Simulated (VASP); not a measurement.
# P2Se2O: relaxation of cell and atoms with PBE+D3(BJ)

The system is P2Se2O.

```xyz
5
Lattice="4.7273 0.0000 0.0000 -2.3637 4.0940 0.0000 0.0000 0.0000 5.6921" Properties=species:S:1:pos:R:3 pbc="T T T"
P     0.0000    0.0000    1.2135
P     0.0000    0.0000    4.4786
Se    0.0000    2.7293    0.0000
Se    2.3637    1.3647    0.0000
O     0.0000    0.0000    2.8460
```

The cell was built from a structure type or drawn by symmetry, and may not be a known phase.

```
Program                : VASP 6.6.1
Task                   : relaxation of cell and atoms
Functional             : PBE
Dispersion             : D3(BJ)
Potentials or basis    : VASP PAW PBE potentials, release 64 (P, Se, O)
Cutoff                 : 600 eV
k mesh                 : 12 × 12 × 8
Occupations            : gaussian, width 0.1 eV
Spin                   : no spin polarisation
Dipole correction      : no
Further INCAR settings : ALGO = Normal; EDIFF = 1e-06; IBRION = 2; EDIFFG = -0.01; NSW = 100; ISIF = 3
```

| Property | Result |
| --- | --- |
| Relaxed volume | 22.24 Å³/atom |
| Relaxed cell | a = 4.807 Å, b = 4.807 Å, c = 5.557 Å, α = 90.00°, β = 90.00°, γ = 120.00° |
| Space group after relaxing (to 0.1 Å) | P6/mmm (No. 191) |
| Energy gained by relaxing | 5.6 meV/atom |
| Ionic steps | 11 |
| Pressure after relaxing | 0.0 GPa |
| Largest force after relaxing | 0.007 eV/Å |
| Band gap on the k mesh | zero (bands 14 and 15 overlap by 1.85 eV) |
| Dispersion energy per atom | -0.246 eV |

Forces on the atoms (eV/Å):
```
P    0.000  0.000  0.007
P    0.000  0.000 -0.007
Se   0.000  0.000  0.000
Se   0.000  0.000  0.000
O    0.000  0.000  0.000
```

Step by step:
```tsv
step	energy change (eV)	largest force (eV/Å)	pressure (GPa)	volume (Å³)
1	0.0000	0.2353	0.17	110.16
2	-0.0097	0.6041	1.03	110.52
3	-0.0136	0.2881	0.69	110.40
4	-0.0224	0.1570	-0.17	111.95
5	-0.0229	0.1137	-0.44	112.47
6	-0.0265	0.0939	-0.27	112.02
7	-0.0278	0.0575	-0.08	111.57
8	-0.0278	0.1036	-0.15	111.31
9	-0.0280	0.0261	-0.12	111.44
10	-0.0281	0.0016	0.08	111.08
11	-0.0282	0.0071	0.02	111.19
```

Final structure:
```xyz
5
Lattice="4.8068 0.0000 0.0000 -2.4034 4.1628 0.0000 0.0000 0.0000 5.5566" Properties=species:S:1:pos:R:3 pbc="T T T"
P     0.0000    0.0000    1.1612
P     0.0000    0.0000    4.3954
Se    0.0000    2.7752    0.0000
Se    2.4034    1.3876    0.0000
O     0.0000    0.0000    2.7783
```

Levels at points of the mesh, in eV from the Fermi level:
| k point | band 10 | band 11 | band 12 | band 13 | band 14 | band 15 | band 16 | band 17 | band 18 |
| --- | --- | --- | --- | --- | --- | --- | --- | --- | --- |
| (0.00, 0.00, 0.00) | -4.75 | -3.57 | -3.57 | -1.02 | -0.70 | -0.70 | -0.33 | -0.10 | 4.04 |
| (0.50, 0.00, 0.00) | -4.01 | -1.94 | -1.39 | -1.33 | -1.00 | 0.54 | 0.80 | 0.86 | 1.49 |
| (0.00, 0.00, 0.50) | -4.73 | -4.48 | -4.48 | -2.02 | -0.43 | 1.07 | 1.07 | 2.90 | 3.10 |
| (0.50, 0.00, 0.50) | -3.27 | -2.16 | -1.86 | -1.73 | -0.07 | 0.68 | 0.82 | 0.99 | 3.11 |

It took 16 min on 1 thread of Intel(R) Xeon(R) Platinum 8124M CPU @ 3.00GHz (Skylake/Cascade Lake), on a shared host, peak memory 0.46 GiB.
